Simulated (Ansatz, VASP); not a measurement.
**Two plane-wave programs on MnO2**

INCAR

```
PREC = Accurate ; ENCUT = 520
EDIFF = 1E-7 ; ISMEAR = -1
SIGMA = 0.03 ; LREAL = False
LASPH = True ; NELM = 150
ALGO = Normal ; ISIF = 2
LWAVE = False ; LCHARG = False
ISPIN = 2 ; MAGMOM = 4 0 0
LORBIT = 11 ; LMAXMIX = 4
GGA = CA ; NBANDS = 24
```

The input KPOINTS:

```
regular mesh
0
Gamma
  11 11 6
```

The input POSCAR:

```
MnO2
1.0
    2.6068576215      0.0000000000      0.0000000000
   -1.3034288108      2.2576049243      0.0000000000
    0.0000000000      0.0000000000      4.1991243640
Mn O
1 2
Direct
    0.0000000000      0.0000000000      0.5000000000
    0.6666666667      0.3333333333      0.2937074300
    0.3333333333      0.6666666667      0.7062925700
```

Input for Ansatz:

```yaml
crystal:
  lattice:
    - [2.6068576215, 0.0, 0.0]
    - [-1.3034288108, 2.2576049243, 0.0]
    - [0.0, 0.0, 4.199124364]
  atoms:
    - { symbol: Mn, position: [0.0, 0.0, 0.5], spin: 4.0 }
    - { symbol: O, position: [0.6666666667, 0.3333333333, 0.29370743] }
    - { symbol: O, position: [0.3333333333, 0.6666666667, 0.70629257] }
magnetization:
  spin_polarized: true
kpoints:
  mp_grid: { grid: [11, 11, 6] }
scf:
  occupations: { method: fermi_dirac, width: 0.03 }
  lower_state_search: "off"
hamiltonian:
  xc: lda
  pseudopotentials: { kind: paw }
output:
  forces: true
  stress: true
  eigenvalues: true
  populations: true
```

Change from the starting cell: volume scaled by 0.76, PAW files.

Alike in both runs: task single point; functional LDA; k mesh 11 × 11 × 6; occupations fermi-dirac, width 0.03 eV; collinear spin.

|  | VASP | Ansatz |
| --- | --- | --- |
| version | VASP 6.6.1 | Ansatz 0.2.0 |
| potentials or method | VASP PAW LDA potentials, release 64 (Mn_pv, O) | PAW with Ansatz's default frozen-core files, scalar-relativistic |
| plane-wave cutoff (eV) | 520 | 420 |
| valence electrons in the cell | 25 | 27 |

VASP gave:

| Quantity | Value |
| --- | --- |
| pressure (GPa) | 86.9 |
| traceless stress, the component that is largest in VASP (GPa) | -27.29 |
| rms of the force components (eV/Å) | 2.450 |
| net moment per atom (μB) | 0.89 |
| size of the moment on the site where the two differ most (μB) | 2.32 |

Task: Estimate Ansatz's values.

Result: Pressure (GPa): 84.3; traceless stress, the component that is largest in VASP (GPa): -25.72; rms of the force components (eV/Å): 2.386; net moment per atom (μB): 0.92; size of the moment on the site where the two differ most (μB): 2.02.

LDA's correlation is that of Perdew and Zunger in VASP and of Perdew and Wang (1992) in Ansatz. Site moments also hang on the region over which each program counts them. Atom by atom the forces differ by 0.064 eV/Å (rms over components). Both programs put the cell under a high pressure, so it lies far from rest at this level. VASP's potentials hold 25 valence electrons a cell and Ansatz's 27, so a difference there can come from the potentials and not from the codes.

Noted on VASP's run: the cell as given lies far from equilibrium.
